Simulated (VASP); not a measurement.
# BAs (F-43m) in VASP: notebook

The runs below take BAs through single point, with PBE.

Everything below comes from runs of VASP 6.6.1. Logs are shortened: lines on timing, memory, paths and dates and some standing lists are left out, and cuts for length are marked.

## (1) The cell of the first run

Symmetry: F-43m, No. 216, cubic system. Conventional cell: a = 4.646 Å, b = 4.646 Å, c = 4.646 Å, α = 90.00°, β = 90.00°, γ = 90.00°. B (site symmetry -43m) has 4 As at 2.01 Å within 2.7 Å. Within 2.7 Å of As (site symmetry -43m) lie 4 B at 2.01 Å.

## (2) Single point, PBE

The input, INCAR:

```
ALGO     = Normal         # electronic algorithm
EDIFF    = 1E-7           # SCF threshold, eV
ENCUT    = 520            # plane-wave cutoff, eV
GGA      = PE             # functional
ISIF     = 2              # what is computed and relaxed
ISMEAR   = 0              # smearing method
LASPH    = T              # aspherical terms in the spheres
LCHARG   = T              # write CHGCAR
LELF     = T              # ELF
LREAL    = F              # projectors in reciprocal space
LVHAR    = T            
LWAVE    = F              # write WAVECAR
NBANDS   = 11             # bands
NELM     = 80             # most SCF steps
PREC     = Accurate       # precision mode
SIGMA    = 0.01           # smearing width, eV
```

The input, KPOINTS:

```
k-points
0
Gamma
  7 7 7
```

The input, POSCAR:

```
BAs
1.0
    0.0000000000      2.3230284114      2.3230284114
    2.3230284114      0.0000000000      2.3230284114
    2.3230284114      2.3230284114      0.0000000000
B As
1 1
Direct
    0.0000000000      0.0000000000      0.0000000000
    0.2500000000      0.2500000000      0.2500000000
```

Potentials or basis: VASP PAW PBE potentials, release 64 (B, As).

Started as:

```console
cat potpaw_PBE.64/B/POTCAR potpaw_PBE.64/As/POTCAR > POTCAR
mpirun -np 1 vasp_std > vasp.out
```

OUTCAR:

```text
EDIFF = 1E-7
   ENCUT = 520
   GGA = PE
   ISIF = 2
   ISMEAR = 0
   LASPH = T
   LREAL = F
   NELM = 80
   PREC = Accurate

 ion  position               nearest neighbor table
   1  0.000  0.000  0.000-   2 2.01   2 2.01   2 2.01   2 2.01
   2  0.250  0.250  0.250-   1 2.01   1 2.01   1 2.01   1 2.01

  LATTYP: Found a face centered cubic cell.
 ALAT       =     4.6460568228

  Lattice vectors:

 A1 = (   0.0000000000,   2.3230284114,   2.3230284114)
 A2 = (   2.3230284114,   0.0000000000,   2.3230284114)
 A3 = (   2.3230284114,   2.3230284114,   0.0000000000)

Analysis of symmetry for initial positions (statically):
=====================================================================
 Subroutine PRICEL returns:
 Original cell was already a primitive cell.

 Routine SETGRP: Setting up the symmetry group for a
 face centered cubic supercell.

 Subroutine GETGRP returns: Found 24 space group operations
 (whereof 24 operations were pure point group operations)
 out of a pool of 48 trial point group operations.

The static configuration has the point symmetry T_d .

Analysis of symmetry for dynamics (positions and initial velocities):
=====================================================================
 Subroutine PRICEL returns:
 Original cell was already a primitive cell.

 Routine SETGRP: Setting up the symmetry group for a
 face centered cubic supercell.

 Subroutine GETGRP returns: Found 24 space group operations
 (whereof 24 operations were pure point group operations)
 out of a pool of 48 trial point group operations.

The dynamic configuration has the point symmetry T_d .

 Subroutine INISYM returns: Found 24 space group operations
 (whereof 24 operations are pure point group operations),
 and found     1 'primitive' translations

----------------------------------------------------------------------------------------

                                     Primitive cell

  volume of cell :      25.0723

  direct lattice vectors                    reciprocal lattice vectors
     0.000000000  2.323028411  2.323028411    -0.215236283  0.215236283  0.215236283
     2.323028411  0.000000000  2.323028411     0.215236283 -0.215236283  0.215236283
     2.323028411  2.323028411  0.000000000     0.215236283  0.215236283 -0.215236283

  length of vectors
     3.285258285  3.285258285  3.285258285     0.372800177  0.372800177  0.372800177

  position of ions in fractional coordinates (direct lattice)
     0.000000000  0.000000000  0.000000000
     0.250000000  0.250000000  0.250000000

  ion indices of the primitive-cell ions
   primitive index   ion index
                 1           1
                 2           2

----------------------------------------------------------------------------------------

 KPOINTS: k-points

Automatic generation of k-mesh.
 Grid dimensions read from file:
 generate k-points for:    7    7    7

 Generating k-lattice:

  Cartesian coordinates                     Fractional coordinates (reciprocal lattice)
    -0.030748040  0.030748040  0.030748040     0.142857143  0.000000000  0.000000000
     0.030748040 -0.030748040  0.030748040     0.000000000  0.142857143  0.000000000
     0.030748040  0.030748040 -0.030748040     0.000000000  0.000000000  0.142857143

  Length of vectors
     0.053257168  0.053257168  0.053257168

  Shift w.r.t. Gamma in fractional coordinates (k-lattice)
     0.000000000  0.000000000  0.000000000

 Subroutine IBZKPT returns following result:
 ===========================================

 Found     20 irreducible k-points:

 Following reciprocal coordinates:
            Coordinates               Weight
  0.000000  0.000000  0.000000      1.000000
  0.142857  0.000000  0.000000      8.000000
  0.285714  0.000000  0.000000      8.000000
  0.428571  0.000000  0.000000      8.000000
  0.142857  0.142857  0.000000      6.000000
  0.285714  0.142857  0.000000     24.000000
[... 12 lines left out ...]
 -0.428571  0.428571  0.142857     24.000000
 -0.285714  0.428571  0.142857     24.000000
   k-points           NKPTS =     20   k-points in BZ     NKDIM =     20   number of bands    NBANDS=     11
   number of dos      NEDOS =    301   number of ions     NIONS =      2
   total plane-waves  NPLWV =  13824
   dimension x,y,z NGX =    24 NGY =   24 NGZ =   24
   dimension x,y,z NGXF=    48 NGYF=   48 NGZF=   48
   ions per type =               1   1
   NGX,Y,Z   is equivalent  to a cutoff of  12.14, 12.14, 12.14 a.u.
   NGXF,Y,Z  is equivalent  to a cutoff of  24.29, 24.29, 24.29 a.u.
 SYSTEM =  unknown system
   PREC   = accura    normal or accurate (medium, high low for compatibility)
   ISTART =      0    job   : 0-new  1-cont  2-samecut
   ICHARG =      2    charge: 1-file 2-atom 10-const
   ISPIN  =      1    spin polarized calculation?
   LNONCOLLINEAR =      F non collinear calculations
   LSORBIT =      F    spin-orbit coupling
   LASPH  =      T    aspherical Exc in radial PAW
   ENCUT  =  520.0 eV  38.22 Ry    6.18 a.u.   6.11  6.11  6.11*2*pi/ulx,y,z
   NELM   =     80;   NELMIN=  2; NELMDL= -5     # of ELM steps
   EDIFF  = 0.1E-06   stopping-criterion for ELM
   LREAL  =      F    real-space projection
   EDIFFG = 0.1E-05   stopping-criterion for IOM
   NSW    =      0    number of steps for IOM
   IBRION =     -1    ionic relax: 0-MD 1-quasi-New 2-CG
   NFREE  =      0    steps in history (QN), initial steepest desc. (CG)
   ISIF   =      2    stress and relaxation
   ISYM   =      2    0-nonsym 1-usesym 2-fastsym
   POTIM  = 0.5000    time-step for ionic-motion
   TEBEG  =    0.0;   TEEND  =   0.0 temperature during run
   PSTRESS=    0.0 pullay stress
   NELECT =       8.0000    total number of electrons
   NUPDOWN=      -1.0000    fix difference up-down
   EMIN   =  10.00;   EMAX   =-10.00  energy-range for DOS
   EFERMI =   0.00;   METHOD = LEGACY
   ISMEAR =     0;   SIGMA  =   0.01  broadening in eV -4-tet -1-fermi 0-gaus
   EFERMI_NEDOS =   21; number of points for ismear=-14 and -15
   IALGO  =     38    algorithm
   IMIX   =      4    mixing-type and parameters
     AMIX     =   0.40;   BMIX     =  1.00
     AMIX_MAG =   1.60;   BMIX_MAG =  1.00
  volume/ion in A,a.u.               =      12.54        84.60
  Fermi-wavevector in a.u.,A,eV,Ry     =   1.118683  2.114004 17.027028  1.251451
  Thomas-Fermi vector in A             =   2.255316
   LORBIT       =      0    0 simple, 1 ext, 2 COOP (PROOUT), +10 PAW based schemes
   GGA     = PE    functional components
   LHFCALC =     F    Hartree Fock is set to
   AEXX    =    0.0000 exact exchange contribution
   IVDW    =     0    specifies the selected vdW correction
   LEPSILON=     F    determine dielectric tensor
   LRPA    =     F    only Hartree local field effects (RPA)
 non-spin polarized calculation
 Gauss-broadening in eV      SIGMA  =   0.01
  energy-cutoff  :      520.00
  volume of cell :       25.07
 maximum number of plane-waves:       688
   NGX = 13   NGY = 13   NGZ = 13

 number of electron       8.0000000 magnetization

 Free energy of the ion-electron system (eV)
  ---------------------------------------------------
  ext. energy  EPLUGINS =         0.00000000
  ---------------------------------------------------
  free energy    TOTEN  =       -11.26124229 eV

  energy without entropy =      -11.26124229  energy(sigma->0) =      -11.26124229

 E-fermi :   7.2062     XC(G=0): -10.9479

 val. band max:        7.0822250548   @ k =   0.0000   0.0000   0.0000
 cond. band min:       8.1829004461   @ k =   0.4286   0.4286   0.0000
 fundamental gap:      1.1006753913
 Fermi energy:         7.2061632116

 k-point     1 :       0.0000    0.0000    0.0000
  band No.  band energies     occupation
      1      -9.1100      2.00000
      2       7.0822      2.00000
      3       7.0822      2.00000
      4       7.0822      2.00000
      5      10.4682      0.00000
      6      10.4682      0.00000
      7      10.4682      0.00000
      8      12.8529      0.00000
      9      17.0944      0.00000
     10      20.3777      0.00000
     11      20.3777      0.00000

 k-point     2 :       0.1429    0.0000    0.0000
  band No.  band energies     occupation
      1      -8.7499      2.00000
      2       4.5823      2.00000
      3       6.4892      2.00000
      4       6.4892      2.00000
      5      10.7854      0.00000
      6      11.2394      0.00000
      7      11.2394      0.00000
      8      14.1521      0.00000
      9      18.3650      0.00000
     10      18.7418      0.00000
     11      18.7418      0.00000

 k-point     3 :       0.2857    0.0000    0.0000
  band No.  band energies     occupation
      1      -7.7079      2.00000
      2       1.0007      2.00000
      3       5.6483      2.00000
      4       5.6483      2.00000
      5      10.5169      0.00000
      6      12.0209      0.00000
      7      12.0209      0.00000
      8      15.8699      0.00000
      9      18.8124      0.00000
     10      18.8124      0.00000
     11      18.9182      0.00000

 k-point     4 :       0.4286    0.0000    0.0000
  band No.  band energies     occupation
      1      -6.2783      2.00000
      2      -1.8130      2.00000
      3       5.1747      2.00000
      4       5.1747      2.00000
      5      10.3086      0.00000
      6      11.9878      0.00000
      7      11.9878      0.00000
      8      16.1236      0.00000
      9      20.0793      0.00000
     10      21.2625      0.00000
     11      21.2625      0.00000
[... 183 lines left out ...]
 k-point    18 :      -0.4286    0.2857    0.1429
  band No.  band energies     occupation
      1      -5.4448      2.00000
      2      -1.1602      2.00000
      3       1.7746      2.00000
      4       3.4922      2.00000
      5      11.2344      0.00000
      6      12.4183      0.00000
      7      14.4717      0.00000
      8      16.4706      0.00000
      9      18.3211      0.00000
     10      21.4907      0.00000
     11      23.6962      0.00000

 k-point    19 :      -0.4286    0.4286    0.1429
  band No.  band energies     occupation
      1      -4.8826      2.00000
      2      -1.0909      2.00000
      3       1.6517      2.00000
      4       2.2004      2.00000
      5      10.2622      0.00000
      6      10.9107      0.00000
      7      15.6719      0.00000
      8      18.1099      0.00000
      9      19.5998      0.00000
     10      23.0554      0.00000
     11      24.5669      0.00000

 k-point    20 :      -0.2857    0.4286    0.1429
  band No.  band energies     occupation
      1      -4.4737      2.00000
      2      -1.3337      2.00000
      3       0.6388      2.00000
      4       2.3673      2.00000
      5      10.9887      0.00000
      6      13.6791      0.00000
      7      14.7870      0.00000
      8      15.6036      0.00000
      9      19.1670      0.00000
     10      22.0110      0.00000
     11      24.6074      0.00000

------------------------ aborting loop because EDIFF is reached ----------------------------------------

  FORCE on cell =-STRESS in cart. coord.  units (eV):
  Direction    XX          YY          ZZ          XY          YZ          ZX
  --------------------------------------------------------------------------------------
  -------------------------------------------------------------------------------------
  Total        2.7910943      2.7910943      2.7910943      0.0000000     -0.0000000      0.0000000
  in kB      178.3575627    178.3575627    178.3575627      0.0000000     -0.0000000      0.0000000
  external PRESSURE =     178.3575627 kB  Pullay stress =       0.0000000 kB

 VOLUME and BASIS-vectors are now :
 -----------------------------------------------------------------------------
  energy-cutoff  :      520.00
  volume of cell :       25.07
      direct lattice vectors                 reciprocal lattice vectors
     0.000000000  2.323028411  2.323028411    -0.215236283  0.215236283  0.215236283
     2.323028411  0.000000000  2.323028411     0.215236283 -0.215236283  0.215236283
     2.323028411  2.323028411  0.000000000     0.215236283  0.215236283 -0.215236283

 POSITION                                       TOTAL-FORCE (eV/Angst)
 -----------------------------------------------------------------------------------
      0.00000      0.00000      0.00000         0.000000     -0.000000     -0.000000
      1.16151      1.16151      1.16151        -0.000000      0.000000      0.000000
 -----------------------------------------------------------------------------------
    total drift:                                0.000000      0.000000      0.000000

  FREE ENERGIE OF THE ION-ELECTRON SYSTEM (eV)
  ---------------------------------------------------
  free  energy   TOTEN  =       -11.2612422930 eV

  energy  without entropy=      -11.2612422930  energy(sigma->0) =      -11.26124229
```

Wall time 5.3 s (1 thread of AMD EPYC 7R43 (Zen 3), shared host); peak memory 0.1 GiB.

Results:

```
Free energy            : -11.2612 eV
Pressure               : 17.8 GPa
Band gap on the k mesh : 1.10 eV, indirect (least direct gap 3.39 eV)
```

Levels at points of the mesh, in eV from the valence-band top:
```tsv
k point	band 1	band 2	band 3	band 4	band 5	band 6	band 7	band 8	band 9
(0.00, 0.00, 0.00)	-16.19	0.00	0.00	0.00	3.39	3.39	3.39	5.77	10.01
```

## (3) Single point, PBE

This run uses another cell than the first one, of 14.17 Å³/atom, 1.130 times its volume.

The input, INCAR:

```
SYSTEM = BAs
PREC = Accurate ; ENCUT = 520
EDIFF = 1E-6 ; ISMEAR = 0
SIGMA = 0.01 ; LREAL = .False.
LASPH = .True. ; NELM = 100
ALGO = Normal ; ISIF = 2
LWAVE = .False. ; LCHARG = .True.
GGA = PE ; LELF = .True.
LVHAR = .True. ; NBANDS = 11
```

The input, KPOINTS:

```
Automatic mesh
0
Gamma
  7 7 7
  0 0 0
```

The input, POSCAR:

```
BAs
1.0
    0.0000000000      2.4199312360      2.4199312360
    2.4199312360      0.0000000000      2.4199312360
    2.4199312360      2.4199312360      0.0000000000
B As
1 1
Direct
    0.0000000000      0.0000000000      0.0000000000
    0.2500000000      0.2500000000      0.2500000000
```

Potentials or basis: VASP PAW PBE potentials, release 64 (B, As).

Started as:

```console
cat potpaw_PBE.64/B/POTCAR potpaw_PBE.64/As/POTCAR > POTCAR
mpirun -np 1 vasp_std > vasp.out
```

Run time: 7 s. Hardware: 1 thread of AMD EPYC 7R43 (Zen 3), shared host; peak memory 0.12 GiB.

The run converged. Its results:

```yaml
Free_energy: -11.4049 eV
Pressure: -1.9 GPa
Band_gap_on_the_k_mesh: 1.24 eV, indirect (least direct gap 3.23 eV)
```

Levels at points of the mesh, in eV from the valence-band top:
| k point | band 2 | band 3 | band 4 | band 5 | band 6 | band 7 |
| --- | --- | --- | --- | --- | --- | --- |
| (0.00, 0.00, 0.00) | 0.00 | 0.00 | 0.00 | 3.23 | 3.23 | 3.23 |

A k mesh can miss the band edges. As with any semilocal functional, this PBE gap is likely too small.

## (4) Single point, PBE

This run uses another cell than the first one, of 14.72 Å³/atom, 1.174 times its volume.

Changes to INCAR since step 3:

```diff
@@ -2,3 +2,3 @@
 PREC = Accurate ; ENCUT = 520
-EDIFF = 1E-6 ; ISMEAR = 0
+EDIFF = 1E-7 ; ISMEAR = 0
 SIGMA = 0.01 ; LREAL = .False.
```

KPOINTS is that of step 3.

The input, POSCAR:

```
BAs
1.0
    0.0000000000      2.4505665292      2.4505665292
    2.4505665292      0.0000000000      2.4505665292
    2.4505665292      2.4505665292      0.0000000000
B As
1 1
Direct
    0.0000000000      0.0000000000      0.0000000000
    0.2500000000      0.2500000000      0.2500000000
```

Started as:

```console
cat potpaw_PBE.64/B/POTCAR potpaw_PBE.64/As/POTCAR > POTCAR
mpirun -np 1 vasp_std > vasp.out
```

Wall time 7.4 s (1 thread of AMD EPYC 7R43 (Zen 3), shared host); peak memory 0.12 GiB.

The run converged. Its results:

```
Free energy            : -11.3772 eV
Pressure               : -6.2 GPa
Band gap on the k mesh : 1.28 eV, indirect (least direct gap 3.18 eV)
```

Levels at points of the mesh, in eV from the valence-band top:
| k point | band 1 | band 2 | band 3 | band 4 | band 5 | band 6 | band 7 | band 8 | band 9 |
| --- | --- | --- | --- | --- | --- | --- | --- | --- | --- |
| (0.00, 0.00, 0.00) | -14.72 | 0.00 | 0.00 | 0.00 | 3.18 | 3.18 | 3.18 | 3.73 | 9.23 |

## (5) Overview

```csv
cell,gap on the mesh (eV),pressure (GPa)
"a = 3.285 Å, angles 60.0°, 2 atoms",1.10,17.8
"a = 3.422 Å, angles 60.0°, 2 atoms",1.24,-1.9
"a = 3.466 Å, angles 60.0°, 2 atoms",1.28,-6.2
```

Alike in all rows: task single point; level PBE; potentials or basis VASP PAW PBE potentials, release 64 (B, As); no spin polarisation; k mesh 7 × 7 × 7; cutoff (eV) 520; smearing gaussian 0.01 eV.

Total energies depend on the potentials used, so only differences within one code and one set of settings carry meaning.
